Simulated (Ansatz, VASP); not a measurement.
## GaN: VASP beside Ansatz

```
Ga N
1.0
     0.00000    2.31640    2.31640
     2.31640    0.00000    2.31640
     2.31640    2.31640    0.00000
Ga N
1 1
Cartesian
  0.0000 0.0000 0.0000
  3.4746 3.4746 3.4746
```

Change from the starting cell: strain +0.030 along x and y, +0.030 along z, atoms carried along.

Alike in both runs: task single point; functional r2SCAN; k mesh 10 × 10 × 10; occupations gaussian, width 0.05 eV; no spin polarisation.

|  | VASP | Ansatz |
| --- | --- | --- |
| version | VASP 6.6.1 | Ansatz 0.2.0 |
| potentials or method | VASP PAW PBE potentials, release 64 (Ga_d, N), cutoff 520 eV | scalar-relativistic, plane waves, PAW |
| valence electrons in the cell | 18 | 18 |

Ansatz gave:

| Property | Result |
| --- | --- |
| gap on the k mesh at the Fermi level (eV) | 1.57 |
| least direct gap on the mesh (eV) | 1.57 |
| pressure (GPa) | -14.4 |

**Question.** Which values does VASP return?

**Answer.** gap on the k mesh at the Fermi level (eV): 1.57; least direct gap on the mesh (eV): 1.57; pressure (GPa): -13.5.

VASP's potentials were made for PBE, not for r2SCAN. The functional is the same, so the differences come from potentials, cutoffs and numerics.
